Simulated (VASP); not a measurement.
Crystal: Ta4O.

```xyz
5
Lattice="3.2575 0.0000 0.0000 0.0000 3.2575 0.0000 0.0000 0.0000 7.4093" Properties=species:S:1:pos:R:3 pbc="T T T"
Ta    0.0000    0.0000    3.7047
Ta    1.6287    1.6287    5.8027
Ta    1.6287    1.6287    1.6067
Ta    0.0000    0.0000    0.0000
O     1.6287    1.6287    3.7047
```

Base run:

```yaml
Program: VASP 6.6.1
Functional: PBEsol
Potentials_or_basis: VASP PAW PBE potentials, release 64 (Ta_pv, O)
Cutoff: 520 eV
k_mesh: 12 × 12 × 6
Occupations: gaussian, width 0.1 eV
Spin: no spin polarisation
```

Its results: band gap on the k mesh zero (band 25 reaches 6.72 eV, above the bottom of band 26 at 5.74 eV); pressure -7.9 GPa; largest force 0.059 eV/Å.

Task: The run is repeated on the same cell with these changes: k mesh from 12 × 12 × 6 to 1 × 1 × 1. What comes out?

Result: Band gap on the k mesh 0.06 eV; pressure -6.5 GPa; largest force 5.182 eV/Å.

Caveats: some runs use coarse meshes; the PAW data sets were made with another functional, which shifts forces and pressure a little; spin-orbit coupling is left out, which moves the levels of the heavy elements.

A k mesh can miss the band edges.
